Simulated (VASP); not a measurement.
Input of a VASP 6.6.1 run:

INCAR

```
SYSTEM = Co
PREC     = Accurate       ! precision mode
ENCUT    = 600            ! plane-wave cutoff, eV
EDIFF    = 1E-7           ! SCF threshold, eV
ISMEAR   = -1             ! smearing method
SIGMA    = 0.05           ! smearing width, eV
LREAL    = .FALSE.        ! projectors in reciprocal space
LASPH    = .TRUE.         ! aspherical terms in the spheres
NELM     = 150            ! most SCF steps
ALGO     = Normal         ! electronic algorithm
ISIF     = 3              ! what is computed and relaxed
LWAVE    = .FALSE.        ! write WAVECAR
LCHARG   = .FALSE.        ! write CHGCAR
ISPIN    = 2              ! spin polarisation
MAGMOM   = 1.7            ! initial moments
LORBIT   = 11             ! projections on sites
LMAXMIX  = 4              ! l up to which the mixer works
GGA      = PS             ! functional
IBRION   = 2              ! ionic algorithm
NSW      = 80             ! ionic steps
EDIFFG   = -0.01          ! ionic threshold
```

The input KPOINTS:

```
Automatic mesh
0
G
  14 14 14
  0 0 0
```

POSCAR

```
Co
1.0
    2.2868488050      0.0000000000      0.0000000000
    0.0000000000      2.2868488050      0.0000000000
    0.0000000000      0.0000000000      2.2868488050
Co
1
Direct
    0.0000000000      0.0000000000      0.0000000000
```

Potentials or basis: VASP PAW PBE potentials, release 64 (Co).

Run with:

```console
$ cat potpaw_PBE.64/Co/POTCAR > POTCAR
$ mpirun -np 1 vasp_std > vasp.out
```

Task: Predict the space group after relaxing (to 0.05 Å).

Result: Pm-3m (No. 221).

Task: Predict the relaxed cell.

Result: a = 2.290 Å, b = 2.290 Å, c = 2.290 Å, α = 90.00°, β = 90.00°, γ = 90.00°.

Task: Predict the site moments.

Result: Co +1.73 μB.

Task: Predict the relaxed volume.

Result: 12.01 Å³/atom.

Final structure:
```
CELL_PARAMETERS angstrom
2.29014 0.00000 0.00000
0.00000 2.29014 0.00000
0.00000 0.00000 2.29014
ATOMIC_POSITIONS crystal
Co 0.00000 0.00000 0.00000
```

Caveat: the PAW data sets were made with another functional, which shifts forces and pressure a little.
